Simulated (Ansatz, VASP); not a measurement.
**One calculation of TiSe3, two programs**

File INCAR:

```
PREC     = Accurate       # precision mode
ENCUT    = 600            # plane-wave cutoff, eV
EDIFF    = 1E-6           # SCF threshold, eV
ISMEAR   = 0              # smearing method
SIGMA    = 0.1            # smearing width, eV
LREAL    = False          # projectors in reciprocal space
LASPH    = True           # aspherical terms in the spheres
NELM     = 80             # most SCF steps
ALGO     = Normal         # electronic algorithm
ISIF     = 3              # what is computed and relaxed
LWAVE    = False          # write WAVECAR
LCHARG   = False          # write CHGCAR
GGA      = PE             # functional
IBRION   = 2              # ionic algorithm
NSW      = 100            # ionic steps
EDIFFG   = -0.01          # ionic threshold
```

The input KPOINTS:

```
Automatic mesh
0
Gamma
  10 10 10
```

Contents of POSCAR:

```
TiSe3
1.0
    4.9610267001      0.0000000000      0.0000000000
    0.0000000000      4.9610267001      0.0000000000
    0.0000000000      0.0000000000      4.9610267001
Ti Se
1 3
Direct
    0.5000000000      0.5000000000      0.5000000000
    0.0000000000      0.5000000000      0.5000000000
    0.5000000000      0.0000000000      0.5000000000
    0.5000000000      0.5000000000      0.0000000000
```

Input for Ansatz:

```yaml
crystal:
  lattice:
    - [4.9610267001, 0.0, 0.0]
    - [0.0, 4.9610267001, 0.0]
    - [0.0, 0.0, 4.9610267001]
  atoms:
    - { symbol: Ti, position: [0.5, 0.5, 0.5] }
    - { symbol: Se, position: [0.0, 0.5, 0.5] }
    - { symbol: Se, position: [0.5, 0.0, 0.5] }
    - { symbol: Se, position: [0.5, 0.5, 0.0] }
basis:
  ecutwfc: 420
kpoints:
  mp_grid: { grid: [10, 10, 10] }
hamiltonian:
  xc: pbe
scf:
  occupations: { method: gaussian, width: 0.1 }
output:
  forces: true
  stress: true
  eigenvalues: true
  write_density: true
  write_potential: true
  elf: true
  volumetric_format: npy
relax:
  adjacent_minimum: "off"
  f_tol: 0.01
  max_steps: 80
  cell: { stress_tol: 0.05 }
```

Alike in both runs: task relaxation of cell and atoms; functional PBE; k mesh 10 × 10 × 10; occupations gaussian, width 0.1 eV; no spin polarisation.

|  | VASP | Ansatz |
| --- | --- | --- |
| version | VASP 6.6.1 | Ansatz 0.2.0 |
| potentials or method | VASP PAW PBE potentials, release 64 (Ti_sv, Se), cutoff 600 eV | scalar-relativistic, plane waves, PAW |
| valence electrons in the cell | 30 | 60 |

|  | VASP | Ansatz | Ansatz less VASP |
| --- | --- | --- | --- |
| gap on the k mesh at the Fermi level, each at its own relaxed structure (eV) | none | none | - |
| relaxed volume (Å³/atom) | 30.33 | 30.28 | -0.052 |
| relaxed cell length with the largest relative difference (Å) | 4.950 | 4.948 | -0.0028 |

A gap of «none» marks a metal or a gap that the smearing closes. VASP's potentials hold 30 valence electrons a cell and Ansatz's 60, so a difference there can come from the potentials and not from the codes.
